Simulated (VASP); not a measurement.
# Be4InN (P4/mmm) in VASP: single point with PBE

Aim: the single point of Be4InN with PBE.

All numbers are computed with VASP 6.6.1; they aren't measurements. Logs are shortened: lines on timing, memory, paths and dates and some standing lists are left out, and cuts for length are marked.

### 1 The cell of the first run

Symmetry: P4/mmm, No. 123, tetragonal system. Conventional cell: a = 3.336 Å, b = 3.336 Å, c = 5.549 Å, α = 90.00°, β = 90.00°, γ = 90.00°. Within 2.6 Å of Be (site symmetry 2mm) lie 2 N at 2.00 Å and 5 Be at 2.19 to 2.36 Å and 2 In at 2.37 Å. Within 3.1 Å of In (site symmetry 4/mmm) lie 8 Be at 2.37 Å. Within 2.6 Å of N (site symmetry 4/mmm) lie 8 Be at 2.00 Å.

The cell was generated, and may not be a known phase.

### 2 Single point, PBE

INCAR

```
SYSTEM = Be4InN
PREC     = Accurate       ! precision mode
ENCUT    = 520            ! plane-wave cutoff, eV
EDIFF    = 1E-7           ! SCF threshold, eV
ISMEAR   = 0              ! smearing method
SIGMA    = 0.1            ! smearing width, eV
LREAL    = .False.        ! projectors in reciprocal space
LASPH    = .True.         ! aspherical terms in the spheres
NELM     = 80             ! most SCF steps
ALGO     = Normal         ! electronic algorithm
ISIF     = 2              ! what is computed and relaxed
LWAVE    = .False.        ! write WAVECAR
LCHARG   = .True.         ! write CHGCAR
GGA      = PE             ! functional
LELF     = .True.         ! ELF
LVHAR    = .True.       
NBANDS   = 22             ! bands
```

KPOINTS

```
regular mesh
0
Gamma
  6 6 4
  0 0 0
```

POSCAR

```
Be4InN
1.0
    3.3363331000      0.0000000000      0.0000000000
    0.0000000000      3.3363331000      0.0000000000
    0.0000000000      0.0000000000      5.5494403300
Be In N
4 1 1
Direct
    0.5000000000      0.0000000000      0.6975501200
    0.0000000000      0.5000000000      0.3024498800
    0.5000000000      0.0000000000      0.3024498800
    0.0000000000      0.5000000000      0.6975501200
    0.0000000000      0.0000000000      0.0000000000
    0.5000000000      0.5000000000      0.5000000000
```

Potentials or basis: VASP PAW PBE potentials, release 64 (Be, In_d, N).

Launch:

```
$ cat potpaw_PBE.64/Be/POTCAR potpaw_PBE.64/In_d/POTCAR potpaw_PBE.64/N/POTCAR > POTCAR
$ mpirun -np 1 vasp_std > vasp.out
```

OUTCAR:

```text
SYSTEM = Be4InN
   PREC = Accurate
   ENCUT = 520
   EDIFF = 1E-7
   ISMEAR = 0
   LREAL = .False.
   LASPH = .True.
   NELM = 80
   ISIF = 2
   GGA = PE

 ion  position               nearest neighbor table
   1  0.500  0.000  0.698-   6 2.00   6 2.00   3 2.19   4 2.36   4 2.36   4 2.36   4 2.36   5 2.37
                             5 2.37
   2  0.000  0.500  0.302-   6 2.00   6 2.00   4 2.19   3 2.36   3 2.36   3 2.36   3 2.36   5 2.37
                             5 2.37
   3  0.500  0.000  0.302-   6 2.00   6 2.00   1 2.19   2 2.36   2 2.36   2 2.36   2 2.36   5 2.37
                             5 2.37
   4  0.000  0.500  0.698-   6 2.00   6 2.00   2 2.19   1 2.36   1 2.36   1 2.36   1 2.36   5 2.37
                             5 2.37
   5  0.000  0.000  0.000-   1 2.37   2 2.37   3 2.37   4 2.37   2 2.37   4 2.37   1 2.37   3 2.37

   6  0.500  0.500  0.500-   1 2.00   2 2.00   3 2.00   4 2.00   1 2.00   3 2.00   2 2.00   4 2.00

  LATTYP: Found a simple tetragonal cell.
 ALAT       =     3.3363331000
 C/A-ratio  =     1.6633352137

  Lattice vectors:

 A1 = (   3.3363331000,   0.0000000000,   0.0000000000)
 A2 = (   0.0000000000,   3.3363331000,   0.0000000000)
 A3 = (   0.0000000000,   0.0000000000,   5.5494403300)

Analysis of symmetry for initial positions (statically):
=====================================================================
 Subroutine PRICEL returns:
 Original cell was already a primitive cell.

 Routine SETGRP: Setting up the symmetry group for a
 simple tetragonal supercell.

 Subroutine GETGRP returns: Found 16 space group operations
 (whereof 16 operations were pure point group operations)
 out of a pool of 16 trial point group operations.

The static configuration has the point symmetry D_4h.

Analysis of symmetry for dynamics (positions and initial velocities):
=====================================================================
 Subroutine PRICEL returns:
 Original cell was already a primitive cell.

 Routine SETGRP: Setting up the symmetry group for a
 simple tetragonal supercell.

 Subroutine GETGRP returns: Found 16 space group operations
 (whereof 16 operations were pure point group operations)
 out of a pool of 16 trial point group operations.

The dynamic configuration has the point symmetry D_4h.

 Subroutine INISYM returns: Found 16 space group operations
 (whereof 16 operations are pure point group operations),
 and found     1 'primitive' translations

----------------------------------------------------------------------------------------

                                     Primitive cell

  volume of cell :      61.7715

  direct lattice vectors                    reciprocal lattice vectors
     3.336333100  0.000000000  0.000000000     0.299730264  0.000000000  0.000000000
     0.000000000  3.336333100  0.000000000     0.000000000  0.299730264  0.000000000
     0.000000000  0.000000000  5.549440330     0.000000000  0.000000000  0.180198352

  length of vectors
     3.336333100  3.336333100  5.549440330     0.299730264  0.299730264  0.180198352

  position of ions in fractional coordinates (direct lattice)
     0.500000000  0.000000000  0.697550120
     0.000000000  0.500000000  0.302449880
     0.500000000  0.000000000  0.302449880
     0.000000000  0.500000000  0.697550120
     0.000000000  0.000000000  0.000000000
     0.500000000  0.500000000  0.500000000

  ion indices of the primitive-cell ions
   primitive index   ion index
                 1           1
                 2           2
                 3           3
                 4           4
                 5           5
                 6           6

----------------------------------------------------------------------------------------

 KPOINTS: regular mesh

Automatic generation of k-mesh.
 Grid dimensions read from file:
 generate k-points for:    6    6    4

 Generating k-lattice:

  Cartesian coordinates                     Fractional coordinates (reciprocal lattice)
     0.049955044  0.000000000  0.000000000     0.166666667  0.000000000  0.000000000
     0.000000000  0.049955044  0.000000000     0.000000000  0.166666667  0.000000000
     0.000000000  0.000000000  0.045049588     0.000000000  0.000000000  0.250000000

  Length of vectors
     0.049955044  0.049955044  0.045049588

  Shift w.r.t. Gamma in fractional coordinates (k-lattice)
     0.000000000  0.000000000  0.000000000

 Subroutine IBZKPT returns following result:
 ===========================================

 Found     30 irreducible k-points:

 Following reciprocal coordinates:
            Coordinates               Weight
  0.000000  0.000000  0.000000      1.000000
  0.166667  0.000000  0.000000      4.000000
  0.333333  0.000000  0.000000      4.000000
  0.500000  0.000000  0.000000      2.000000
  0.166667  0.166667  0.000000      4.000000
  0.333333  0.166667  0.000000      8.000000
[... 16 lines left out ...]
  0.333333  0.000000  0.500000      4.000000
  0.500000  0.000000  0.500000      2.000000
 [... further k-points ...]
   k-points           NKPTS =     30   k-points in BZ     NKDIM =     30   number of bands    NBANDS=     22
   number of dos      NEDOS =    301   number of ions     NIONS =      6
   total plane-waves  NPLWV =  32928
   dimension x,y,z NGX =    28 NGY =   28 NGZ =   42
   dimension x,y,z NGXF=    56 NGYF=   56 NGZF=   84
   ions per type =               4   1   1
   NGX,Y,Z   is equivalent  to a cutoff of  13.95, 13.95, 12.58 a.u.
   NGXF,Y,Z  is equivalent  to a cutoff of  27.90, 27.90, 25.16 a.u.
 SYSTEM =  Be4InN
   PREC   = accura    normal or accurate (medium, high low for compatibility)
   ISTART =      0    job   : 0-new  1-cont  2-samecut
   ICHARG =      2    charge: 1-file 2-atom 10-const
   ISPIN  =      1    spin polarized calculation?
   LNONCOLLINEAR =      F non collinear calculations
   LSORBIT =      F    spin-orbit coupling
   LASPH  =      T    aspherical Exc in radial PAW
   ENCUT  =  520.0 eV  38.22 Ry    6.18 a.u.   6.20  6.20 10.32*2*pi/ulx,y,z
   NELM   =     80;   NELMIN=  2; NELMDL= -5     # of ELM steps
   EDIFF  = 0.1E-06   stopping-criterion for ELM
   LREAL  =      F    real-space projection
   EDIFFG = 0.1E-05   stopping-criterion for IOM
   NSW    =      0    number of steps for IOM
   IBRION =     -1    ionic relax: 0-MD 1-quasi-New 2-CG
   NFREE  =      0    steps in history (QN), initial steepest desc. (CG)
   ISIF   =      2    stress and relaxation
   ISYM   =      2    0-nonsym 1-usesym 2-fastsym
   POTIM  = 0.5000    time-step for ionic-motion
   TEBEG  =    0.0;   TEEND  =   0.0 temperature during run
   PSTRESS=    0.0 pullay stress
   NELECT =      26.0000    total number of electrons
   NUPDOWN=      -1.0000    fix difference up-down
   EMIN   =  10.00;   EMAX   =-10.00  energy-range for DOS
   EFERMI =   0.00;   METHOD = LEGACY
   ISMEAR =     0;   SIGMA  =   0.10  broadening in eV -4-tet -1-fermi 0-gaus
   EFERMI_NEDOS =   21; number of points for ismear=-14 and -15
   IALGO  =     38    algorithm
   IMIX   =      4    mixing-type and parameters
     AMIX     =   0.40;   BMIX     =  1.00
     AMIX_MAG =   1.60;   BMIX_MAG =  1.00
  volume/ion in A,a.u.               =      10.30        69.48
  Fermi-wavevector in a.u.,A,eV,Ry     =   1.226883  2.318473 20.480072  1.505243
  Thomas-Fermi vector in A             =   2.361868
   LORBIT       =      0    0 simple, 1 ext, 2 COOP (PROOUT), +10 PAW based schemes
   GGA     = PE    functional components
   LHFCALC =     F    Hartree Fock is set to
   AEXX    =    0.0000 exact exchange contribution
   IVDW    =     0    specifies the selected vdW correction
   LEPSILON=     F    determine dielectric tensor
   LRPA    =     F    only Hartree local field effects (RPA)
 non-spin polarized calculation
 Gauss-broadening in eV      SIGMA  =   0.10
  energy-cutoff  :      520.00
  volume of cell :       61.77
 maximum number of plane-waves:      1696
 NGX is ok and might be reduce to    28
   NGX = 13   NGY = 13   NGZ = 21

 number of electron      26.0000008 magnetization

 Free energy of the ion-electron system (eV)
  ---------------------------------------------------
  ext. energy  EPLUGINS =         0.00000000
  ---------------------------------------------------
  free energy    TOTEN  =       -22.91743233 eV

  energy without entropy =      -22.90899300  energy(sigma->0) =      -22.91321267

 E-fermi :   8.7515     XC(G=0): -10.8786

 val. band max:        8.7087214414   @ k =   0.3333   0.1667   0.5000
 cond. band min:       8.7646969842   @ k =   0.3333   0.0000   0.2500
 fundamental gap:      0.0559755428
 Fermi energy:         8.7514942893

 k-point     1 :       0.0000    0.0000    0.0000
  band No.  band energies     occupation
      1      -8.9053      2.00000
      2      -6.9827      2.00000
      3      -6.7865      2.00000
      4      -6.7865      2.00000
      5      -6.7682      2.00000
      6      -6.4710      2.00000
[... 14 lines left out ...]
     21      15.3050      0.00000
     22      16.8051      0.00000

 k-point     2 :       0.1667    0.0000    0.0000
  band No.  band energies     occupation
      1      -8.7801      2.00000
      2      -6.9266      2.00000
      3      -6.8406      2.00000
      4      -6.7808      2.00000
      5      -6.7472      2.00000
      6      -6.5002      2.00000
[... 14 lines left out ...]
     21      16.2361      0.00000
     22      16.3020      0.00000

 k-point     3 :       0.3333    0.0000    0.0000
  band No.  band energies     occupation
      1      -8.4980      2.00000
      2      -6.9448      2.00000
      3      -6.8628      2.00000
      4      -6.7696      2.00000
      5      -6.6696      2.00000
      6      -6.5578      2.00000
[... 14 lines left out ...]
     21      15.5920      0.00000
     22      15.8238      0.00000

 k-point     4 :       0.5000    0.0000    0.0000
  band No.  band energies     occupation
      1      -8.3355      2.00000
      2      -6.9952      2.00000
      3      -6.8527      2.00000
      4      -6.7640      2.00000
      5      -6.6189      2.00000
      6      -6.5862      2.00000
[... 14 lines left out ...]
     21      15.5645      0.00000
     22      16.7451      0.00000

 k-point     5 :       0.1667    0.1667    0.0000
  band No.  band energies     occupation
      1      -8.6616      2.00000
      2      -6.8539      2.00000
      3      -6.8399      2.00000
      4      -6.8262      2.00000
      5      -6.7401      2.00000
      6      -6.5311      2.00000
[... 417 lines left out ...]
 k-point    22 :       0.1667    0.0000    0.5000
  band No.  band energies     occupation
      1      -8.7460      2.00000
      2      -6.9267      2.00000
      3      -6.8288      2.00000
      4      -6.7844      2.00000
      5      -6.7616      2.00000
      6      -6.4999      2.00000
[... 14 lines left out ...]
     21      16.2543      0.00000
     22      16.9654      0.00000

 k-point    23 :       0.3333    0.0000    0.5000
  band No.  band energies     occupation
      1      -8.5024      2.00000
      2      -6.8930      2.00000
      3      -6.8618      2.00000
      4      -6.7720      2.00000
      5      -6.6667      2.00000
      6      -6.5573      2.00000
[... 14 lines left out ...]
     21      15.7523      0.00000
     22      16.3059      0.00000

 k-point    24 :       0.5000    0.0000    0.5000
  band No.  band energies     occupation
      1      -8.3703      2.00000
      2      -6.9160      2.00000
      3      -6.8462      2.00000
      4      -6.7658      2.00000
      5      -6.6044      2.00000
      6      -6.5855      2.00000
[... 14 lines left out ...]
     21      16.3360      0.00000
     22      16.8740      0.00000

 [... further k-points ...]

------------------------ aborting loop because EDIFF is reached ----------------------------------------

  FORCE on cell =-STRESS in cart. coord.  units (eV):
  Direction    XX          YY          ZZ          XY          YZ          ZX
  --------------------------------------------------------------------------------------
  -------------------------------------------------------------------------------------
  Total        0.7141243      0.7141243      6.1447345      0.0000000     -0.0000000      0.0000000
  in kB       18.5223625     18.5223625    159.3770234      0.0000000     -0.0000000      0.0000000
  external PRESSURE =      65.4739161 kB  Pullay stress =       0.0000000 kB

 VOLUME and BASIS-vectors are now :
 -----------------------------------------------------------------------------
  energy-cutoff  :      520.00
  volume of cell :       61.77
      direct lattice vectors                 reciprocal lattice vectors
     3.336333100  0.000000000  0.000000000     0.299730264  0.000000000  0.000000000
     0.000000000  3.336333100  0.000000000     0.000000000  0.299730264  0.000000000
     0.000000000  0.000000000  5.549440330     0.000000000  0.000000000  0.180198352

 POSITION                                       TOTAL-FORCE (eV/Angst)
 -----------------------------------------------------------------------------------
      1.66817      0.00000      3.87101         0.000000     -0.000000     -0.827722
      0.00000      1.66817      1.67843        -0.000000      0.000000      0.827722
      1.66817      0.00000      1.67843         0.000000     -0.000000      0.827722
      0.00000      1.66817      3.87101         0.000000     -0.000000     -0.827722
      0.00000      0.00000      0.00000         0.000000     -0.000000      0.000000
      1.66817      1.66817      2.77472         0.000000     -0.000000      0.000000
 -----------------------------------------------------------------------------------
    total drift:                               -0.000000      0.000000      0.000000

  FREE ENERGIE OF THE ION-ELECTRON SYSTEM (eV)
  ---------------------------------------------------
  free  energy   TOTEN  =       -22.9174323275 eV

  energy  without entropy=      -22.9089930042  energy(sigma->0) =      -22.91321267
```

It took 80 s on 1 thread of Intel Xeon 8259CL, shared host; peak memory 0.2 GiB.

What came out:

```
Free energy            : -22.9174 eV
Pressure               : 6.5 GPa
Largest force          : 0.828 eV/Å
Band gap on the k mesh : zero (bands 13 and 14 overlap by 1.80 eV)
```

Forces in eV/Å, atoms in the order of the input:
```
Be   0.000  0.000 -0.828
Be   0.000  0.000  0.828
Be   0.000  0.000  0.828
Be   0.000  0.000 -0.828
In   0.000  0.000  0.000
N    0.000  0.000  0.000
```

Caveat: the stress differs along the axes, from 2 to 16 GPa; spin-orbit coupling is left out, which moves the levels of the heavy elements.

The gap in the log of VASP goes by the Fermi energy; the results here count the filled bands.